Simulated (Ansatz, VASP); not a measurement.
**Si2Ni in VASP and in Ansatz**

```
Si Ni
1.0
     0.00000    2.70300    2.70300
     2.70300    0.00000    2.70300
     2.70300    2.70300    0.00000
Si Ni
2 1
Direct
  0.25000 0.25000 0.25000
  0.75000 0.75000 0.75000
  0.00000 0.00000 0.00000
```

Alike in both runs: task single point; functional PBE; k mesh 14 × 14 × 14; occupations gaussian, width 0.1 eV; no spin polarisation.

|  | VASP | Ansatz |
| --- | --- | --- |
| version | VASP 6.6.1 | Ansatz 0.2.0 |
| potentials or method | VASP PAW PBE potentials, release 64 (Si, Ni), cutoff 520 eV | scalar-relativistic, plane waves, PAW |
| valence electrons in the cell | 18 | 26 |

VASP gave:

```
gap on the k mesh at the Fermi level (eV) : none
pressure (GPa)                            : 3.3
```

What did Ansatz give for the same quantities?

gap on the k mesh at the Fermi level (eV): none; pressure (GPa): 3.4.

A gap of «none» marks a metal or a gap that the smearing closes. VASP's potentials hold 18 valence electrons a cell and Ansatz's 26, so a difference there can come from the potentials and not from the codes.
